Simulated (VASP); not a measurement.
# Si (Fd-3m) in VASP: further runs

Si is run at these levels: PBE; tasks: single point.

All numbers are computed with VASP 6.6.1; they aren't measurements. Logs are shortened: lines on timing, memory, paths and dates and some standing lists are left out, and cuts for length are marked.

## Step 1: The cell of the first run

It takes space group Fd-3m (No. 227, cubic). The conventional cell has a = 5.372 Å, b = 5.372 Å, c = 5.372 Å, α = 90.00°, β = 90.00°, γ = 90.00°. Within 3.1 Å of Si (site symmetry -43m) lie 4 Si at 2.33 Å.

## Step 2: Single point, PBE

File INCAR:

```
SYSTEM = Si
ALGO     = Normal         ! electronic algorithm
EDIFF    = 1E-6           ! SCF threshold, eV
ENCUT    = 500            ! plane-wave cutoff, eV
GGA      = PE             ! functional
GGA_COMPAT= .False.      
ISIF     = 2              ! what is computed and relaxed
ISMEAR   = 0              ! smearing method
LASPH    = .True.         ! aspherical terms in the spheres
LCHARG   = .False.        ! write CHGCAR
LREAL    = .False.        ! projectors in reciprocal space
LWAVE    = .False.        ! write WAVECAR
NBANDS   = 11             ! bands
NELM     = 120            ! most SCF steps
PREC     = Accurate       ! precision mode
SIGMA    = 0.01           ! smearing width, eV
```

File KPOINTS:

```
k-points
0
Gamma
  6 6 6
  0 0 0
```

File POSCAR:

```
Si
1.0
    0.0000000000      2.6861484289      2.6861484289
    2.6861484289      0.0000000000      2.6861484289
    2.6861484289      2.6861484289      0.0000000000
Si
2
Direct
    0.7500000000      0.7500000000      0.7500000000
    0.5000000000      0.5000000000      0.5000000000
```

Potentials or basis: VASP PAW PBE potentials, release 64 (Si).

The run is started by

```sh
cat potpaw_PBE.64/Si/POTCAR > POTCAR
mpirun -np 1 vasp_std > vasp.out
```

OUTCAR:

```text
SYSTEM = Si
   EDIFF = 1E-6
   ENCUT = 500
   GGA = PE
   ISIF = 2
   ISMEAR = 0
   LASPH = .True.
   LREAL = .False.
   NELM = 120
   PREC = Accurate

 ion  position               nearest neighbor table
   1  0.750  0.750  0.750-   2 2.33   2 2.33   2 2.33   2 2.33
   2  0.500  0.500  0.500-   1 2.33   1 2.33   1 2.33   1 2.33

  LATTYP: Found a face centered cubic cell.
 ALAT       =     5.3722968578

  Lattice vectors:

 A1 = (   0.0000000000,   2.6861484289,   2.6861484289)
 A2 = (   2.6861484289,   0.0000000000,   2.6861484289)
 A3 = (   2.6861484289,   2.6861484289,   0.0000000000)

Analysis of symmetry for initial positions (statically):
=====================================================================
 Subroutine PRICEL returns:
 Original cell was already a primitive cell.

 Routine SETGRP: Setting up the symmetry group for a
 face centered cubic supercell.

 Subroutine GETGRP returns: Found 48 space group operations
 (whereof 24 operations were pure point group operations)
 out of a pool of 48 trial point group operations.

The static configuration has the point symmetry T_d .
 The point group associated with its full space group is O_h .

Analysis of symmetry for dynamics (positions and initial velocities):
=====================================================================
 Subroutine PRICEL returns:
 Original cell was already a primitive cell.

 Routine SETGRP: Setting up the symmetry group for a
 face centered cubic supercell.

 Subroutine GETGRP returns: Found 48 space group operations
 (whereof 24 operations were pure point group operations)
 out of a pool of 48 trial point group operations.

The dynamic configuration has the point symmetry T_d .
 The point group associated with its full space group is O_h .

 Subroutine INISYM returns: Found 48 space group operations
 (whereof 24 operations are pure point group operations),
 and found     1 'primitive' translations

----------------------------------------------------------------------------------------

                                     Primitive cell

  volume of cell :      38.7632

  direct lattice vectors                    reciprocal lattice vectors
     0.000000000  2.686148429  2.686148429    -0.186140123  0.186140123  0.186140123
     2.686148429  0.000000000  2.686148429     0.186140123 -0.186140123  0.186140123
     2.686148429  2.686148429  0.000000000     0.186140123  0.186140123 -0.186140123

  length of vectors
     3.798787539  3.798787539  3.798787539     0.322404151  0.322404151  0.322404151

  position of ions in fractional coordinates (direct lattice)
     0.750000000  0.750000000  0.750000000
     0.500000000  0.500000000  0.500000000

  ion indices of the primitive-cell ions
   primitive index   ion index
                 1           1
                 2           2

----------------------------------------------------------------------------------------

 KPOINTS: k-points

Automatic generation of k-mesh.
 Grid dimensions read from file:
 generate k-points for:    6    6    6

 Generating k-lattice:

  Cartesian coordinates                     Fractional coordinates (reciprocal lattice)
    -0.031023354  0.031023354  0.031023354     0.166666667  0.000000000  0.000000000
     0.031023354 -0.031023354  0.031023354     0.000000000  0.166666667  0.000000000
     0.031023354  0.031023354 -0.031023354     0.000000000  0.000000000  0.166666667

  Length of vectors
     0.053734025  0.053734025  0.053734025

  Shift w.r.t. Gamma in fractional coordinates (k-lattice)
     0.000000000  0.000000000  0.000000000

 Subroutine IBZKPT returns following result:
 ===========================================

 Found     16 irreducible k-points:

 Following reciprocal coordinates:
            Coordinates               Weight
  0.000000  0.000000  0.000000      1.000000
  0.166667  0.000000  0.000000      8.000000
  0.333333  0.000000  0.000000      8.000000
  0.500000  0.000000  0.000000      4.000000
  0.166667  0.166667  0.000000      6.000000
  0.333333  0.166667  0.000000     24.000000
[... 8 lines left out ...]
 -0.333333  0.333333  0.166667     24.000000
 -0.333333  0.500000  0.166667     12.000000
   k-points           NKPTS =     16   k-points in BZ     NKDIM =     16   number of bands    NBANDS=     11
   number of dos      NEDOS =    301   number of ions     NIONS =      2
   total plane-waves  NPLWV =  21952
   dimension x,y,z NGX =    28 NGY =   28 NGZ =   28
   dimension x,y,z NGXF=    56 NGYF=   56 NGZF=   56
   ions per type =               2
   NGX,Y,Z   is equivalent  to a cutoff of  12.25, 12.25, 12.25 a.u.
   NGXF,Y,Z  is equivalent  to a cutoff of  24.51, 24.51, 24.51 a.u.
 SYSTEM =  Si
   PREC   = accura    normal or accurate (medium, high low for compatibility)
   ISTART =      0    job   : 0-new  1-cont  2-samecut
   ICHARG =      2    charge: 1-file 2-atom 10-const
   ISPIN  =      1    spin polarized calculation?
   LNONCOLLINEAR =      F non collinear calculations
   LSORBIT =      F    spin-orbit coupling
   LASPH  =      T    aspherical Exc in radial PAW
   ENCUT  =  500.0 eV  36.75 Ry    6.06 a.u.   6.93  6.93  6.93*2*pi/ulx,y,z
   NELM   =    120;   NELMIN=  2; NELMDL= -5     # of ELM steps
   EDIFF  = 0.1E-05   stopping-criterion for ELM
   LREAL  =      F    real-space projection
   EDIFFG = 0.1E-04   stopping-criterion for IOM
   NSW    =      0    number of steps for IOM
   IBRION =     -1    ionic relax: 0-MD 1-quasi-New 2-CG
   NFREE  =      0    steps in history (QN), initial steepest desc. (CG)
   ISIF   =      2    stress and relaxation
   ISYM   =      2    0-nonsym 1-usesym 2-fastsym
   POTIM  = 0.5000    time-step for ionic-motion
   TEBEG  =    0.0;   TEEND  =   0.0 temperature during run
   PSTRESS=    0.0 pullay stress
   NELECT =       8.0000    total number of electrons
   NUPDOWN=      -1.0000    fix difference up-down
   EMIN   =  10.00;   EMAX   =-10.00  energy-range for DOS
   EFERMI =   0.00;   METHOD = LEGACY
   ISMEAR =     0;   SIGMA  =   0.01  broadening in eV -4-tet -1-fermi 0-gaus
   EFERMI_NEDOS =   21; number of points for ismear=-14 and -15
   IALGO  =     38    algorithm
   IMIX   =      4    mixing-type and parameters
     AMIX     =   0.40;   BMIX     =  1.00
     AMIX_MAG =   1.60;   BMIX_MAG =  1.00
  volume/ion in A,a.u.               =      19.38       130.79
  Fermi-wavevector in a.u.,A,eV,Ry     =   0.967457  1.828228 12.734676  0.935972
  Thomas-Fermi vector in A             =   2.097344
   LORBIT       =      0    0 simple, 1 ext, 2 COOP (PROOUT), +10 PAW based schemes
   GGA     = PE    functional components
   LHFCALC =     F    Hartree Fock is set to
   AEXX    =    0.0000 exact exchange contribution
   IVDW    =     0    specifies the selected vdW correction
   LEPSILON=     F    determine dielectric tensor
   LRPA    =     F    only Hartree local field effects (RPA)
 non-spin polarized calculation
 Gauss-broadening in eV      SIGMA  =   0.01
  energy-cutoff  :      500.00
  volume of cell :       38.76
 maximum number of plane-waves:      1002
   NGX = 13   NGY = 13   NGZ = 13

 number of electron       8.0000001 magnetization

 Free energy of the ion-electron system (eV)
  ---------------------------------------------------
  ext. energy  EPLUGINS =         0.00000000
  ---------------------------------------------------
  free energy    TOTEN  =       -10.79159556 eV

  energy without entropy =      -10.79159556  energy(sigma->0) =      -10.79159556

 E-fermi :   6.2932     XC(G=0):  -9.5321

 val. band max:        6.1672128452   @ k =   0.0000   0.0000   0.0000
 cond. band min:       6.8076404744   @ k =   0.5000   0.5000   0.0000
 fundamental gap:      0.6404276292
 Fermi energy:         6.2931741081

 k-point     1 :       0.0000    0.0000    0.0000
  band No.  band energies     occupation
      1      -6.0183      2.00000
      2       6.1672      2.00000
      3       6.1672      2.00000
      4       6.1672      2.00000
      5       8.7420      0.00000
      6       8.7420      0.00000
      7       8.7420      0.00000
      8       9.9202      0.00000
      9      13.8986      0.00000
     10      13.8986      0.00000
     11      14.2562      0.00000

 k-point     2 :       0.1667    0.0000    0.0000
  band No.  band energies     occupation
      1      -5.6468      2.00000
      2       3.7604      2.00000
      3       5.7032      2.00000
      4       5.7032      2.00000
      5       8.6201      0.00000
      6       9.4075      0.00000
      7       9.4075      0.00000
      8      11.9188      0.00000
      9      13.2471      0.00000
     10      13.2471      0.00000
     11      15.3946      0.00000

 k-point     3 :       0.3333    0.0000    0.0000
  band No.  band energies     occupation
      1      -4.5992      2.00000
      2       0.7357      2.00000
      3       5.1422      2.00000
      4       5.1422      2.00000
      5       8.0451      0.00000
      6       9.6759      0.00000
      7       9.6759      0.00000
      8      14.1544      0.00000
      9      14.1960      0.00000
     10      14.1960      0.00000
     11      15.5362      0.00000

 k-point     4 :       0.5000    0.0000    0.0000
  band No.  band energies     occupation
      1      -3.6029      2.00000
      2      -0.9566      2.00000
      3       4.9412      2.00000
      4       4.9412      2.00000
      5       7.8211      0.00000
      6       9.4870      0.00000
      7       9.4870      0.00000
      8      13.9336      0.00000
      9      16.7965      0.00000
     10      16.7965      0.00000
     11      17.7146      0.00000
[... 127 lines left out ...]
 k-point    14 :       0.5000    0.3333    0.1667
  band No.  band energies     occupation
      1      -3.6596      2.00000
      2       0.4731      2.00000
      3       2.4785      2.00000
      4       3.7958      2.00000
      5       9.0318      0.00000
      6       9.8607      0.00000
      7      10.4987      0.00000
      8      13.3604      0.00000
      9      15.3223      0.00000
     10      16.2603      0.00000
     11      19.4997      0.00000

 k-point    15 :      -0.3333    0.3333    0.1667
  band No.  band energies     occupation
      1      -2.6353      2.00000
      2      -0.7707      2.00000
      3       2.0307      2.00000
      4       3.3087      2.00000
      5       9.5021      0.00000
      6       9.7854      0.00000
      7      12.3282      0.00000
      8      12.8146      0.00000
      9      13.8677      0.00000
     10      17.4439      0.00000
     11      18.3715      0.00000

 k-point    16 :      -0.3333    0.5000    0.1667
  band No.  band energies     occupation
      1      -1.6230      2.00000
      2      -1.6230      2.00000
      3       2.3943      2.00000
      4       2.3943      2.00000
      5       8.9079      0.00000
      6       8.9079      0.00000
      7      13.0490      0.00000
      8      13.0490      0.00000
      9      16.9390      0.00000
     10      16.9390      0.00000
     11      19.3887      0.00000

------------------------ aborting loop because EDIFF is reached ----------------------------------------

  FORCE on cell =-STRESS in cart. coord.  units (eV):
  Direction    XX          YY          ZZ          XY          YZ          ZX
  --------------------------------------------------------------------------------------
  -------------------------------------------------------------------------------------
  Total        1.3097588      1.3097588      1.3097588      0.0000000      0.0000000      0.0000000
  in kB       54.1354691     54.1354691     54.1354691      0.0000000      0.0000000      0.0000000
  external PRESSURE =      54.1354691 kB  Pullay stress =       0.0000000 kB

 VOLUME and BASIS-vectors are now :
 -----------------------------------------------------------------------------
  energy-cutoff  :      500.00
  volume of cell :       38.76
      direct lattice vectors                 reciprocal lattice vectors
     0.000000000  2.686148429  2.686148429    -0.186140123  0.186140123  0.186140123
     2.686148429  0.000000000  2.686148429     0.186140123 -0.186140123  0.186140123
     2.686148429  2.686148429  0.000000000     0.186140123  0.186140123 -0.186140123

 POSITION                                       TOTAL-FORCE (eV/Angst)
 -----------------------------------------------------------------------------------
      4.02922      4.02922      4.02922        -0.000000     -0.000000     -0.000000
      2.68615      2.68615      2.68615         0.000000      0.000000      0.000000
 -----------------------------------------------------------------------------------
    total drift:                                0.000000      0.000000     -0.000000

  FREE ENERGIE OF THE ION-ELECTRON SYSTEM (eV)
  ---------------------------------------------------
  free  energy   TOTEN  =       -10.7915955579 eV

  energy  without entropy=      -10.7915955579  energy(sigma->0) =      -10.79159556
```

It took 9.9 s on 1 thread of Intel Xeon 8259CL, shared host; peak memory 0.14 GiB.

What came out:

```
Free energy            : -10.7916 eV
Pressure               : 5.4 GPa
Band gap on the k mesh : 0.64 eV, indirect (least direct gap 2.57 eV)
```

A k mesh can miss the band edges. PBE gaps usually lie below the measured ones, often by a third to a half.

## Step 3: Single point, PBE

This run uses another cell than the first one, of 20.58 Å³/atom, 1.062 times its volume.

File INCAR:

```
ALGO = Normal ; EDIFF = 1E-6
ENCUT = 500 ; GGA = PE
GGA_COMPAT = F ; ISIF = 2
ISMEAR = 0 ; LASPH = T
LCHARG = T ; LELF = T
LREAL = F ; LVHAR = T
LWAVE = F ; NBANDS = 11
NELM = 120 ; PREC = Accurate
SIGMA = 0.01
```

File KPOINTS:

```
k-points
0
Gamma
  6 6 6
```

File POSCAR:

```
Si
1.0
    0.0000000000      2.7404286781      2.7404286781
    2.7404286781      0.0000000000      2.7404286781
    2.7404286781      2.7404286781      0.0000000000
Si
2
Direct
    0.7500000000      0.7500000000      0.7500000000
    0.5000000000      0.5000000000      0.5000000000
```

Potentials or basis: VASP PAW PBE potentials, release 64 (Si).

The run is started by

```sh
cat potpaw_PBE.64/Si/POTCAR > POTCAR
mpirun -np 1 vasp_std > vasp.out
```

Wall time 11 s (1 thread of Intel Xeon 8259CL, shared host); peak memory 0.15 GiB.

The run converged. Its results:

```yaml
Free_energy: -10.8259 eV
Pressure: -0.5 GPa
Band_gap_on_the_k_mesh: 0.76 eV, indirect (least direct gap 2.55 eV)
```

Levels at points of the mesh, in eV from the valence-band top:
| k point | band 1 | band 2 | band 3 | band 4 | band 5 | band 6 | band 7 | band 8 |
| --- | --- | --- | --- | --- | --- | --- | --- | --- |
| (0.00, 0.00, 0.00) | -11.77 | 0.00 | 0.00 | 0.00 | 2.55 | 2.55 | 2.55 | 3.06 |
| (0.50, 0.00, 0.00) | -9.51 | -6.84 | -1.17 | -1.17 | 1.44 | 3.35 | 3.35 | 7.69 |
| (0.50, 0.50, 0.00) | -7.73 | -7.73 | -2.78 | -2.78 | 0.76 | 0.76 | 9.88 | 9.88 |

A k mesh can miss the band edges. PBE gaps usually lie below the measured ones, often by a third to a half.

## Step 4: Single point, PBE

This run uses another cell than the first one, of 21.18 Å³/atom, 1.093 times its volume.

File INCAR:

```
SYSTEM = Si
PREC = Accurate
ENCUT = 500
EDIFF = 1E-6
ISMEAR = 0
SIGMA = 0.01
LREAL = .FALSE.
LASPH = .TRUE.
NELM = 120
ALGO = Normal
ISIF = 2
LWAVE = .FALSE.
LCHARG = .FALSE.
GGA = PE
NBANDS = 11
GGA_COMPAT = .FALSE.
```

File KPOINTS:

```
regular mesh
0
G
  6 6 6
  0 0 0
```

File POSCAR:

```
Si
1.0
    0.0000000000      2.7667805704      2.7667805704
    2.7667805704      0.0000000000      2.7667805704
    2.7667805704      2.7667805704      0.0000000000
Si
2
Direct
    0.7500000000      0.7500000000      0.7500000000
    0.5000000000      0.5000000000      0.5000000000
```

The run is started by

```sh
cat potpaw_PBE.64/Si/POTCAR > POTCAR
mpirun -np 1 vasp_std > vasp.out
```

Wall time 13 s (1 thread of Intel Xeon 8259CL, shared host); peak memory 0.15 GiB.

Results (log left out):

* Free energy: -10.8130 eV
* Pressure: -2.9 GPa
* Band gap on the k mesh: 0.80 eV, indirect (least direct gap 2.49 eV)

Levels at points of the mesh, in eV from the valence-band top:
```
           k point  band 2  band 3  band 4  band 5  band 6  band 7
(0.00, 0.00, 0.00)    0.00    0.00    0.00    2.54    2.54    2.54
(0.50, 0.00, 0.00)   -6.71   -1.15   -1.15    1.34    3.36    3.36
(0.50, 0.50, 0.00)   -7.64   -2.70   -2.70    0.81    0.81    9.64
```

## Step 5: The runs side by side

| cell | gap on the mesh (eV) | pressure (GPa) |
| --- | --- | --- |
| a = 3.799 Å, angles 60.0°, 2 atoms | 0.64 | 5.4 |
| a = 3.876 Å, angles 60.0°, 2 atoms | 0.76 | -0.5 |
| a = 3.913 Å, angles 60.0°, 2 atoms | 0.80 | -2.9 |

Alike in all rows: task single point; level PBE; potentials or basis VASP PAW PBE potentials, release 64 (Si); no spin polarisation; k mesh 6 × 6 × 6; cutoff (eV) 500; smearing gaussian 0.01 eV.

Absolute energies hang on the potentials; compare differences alone.
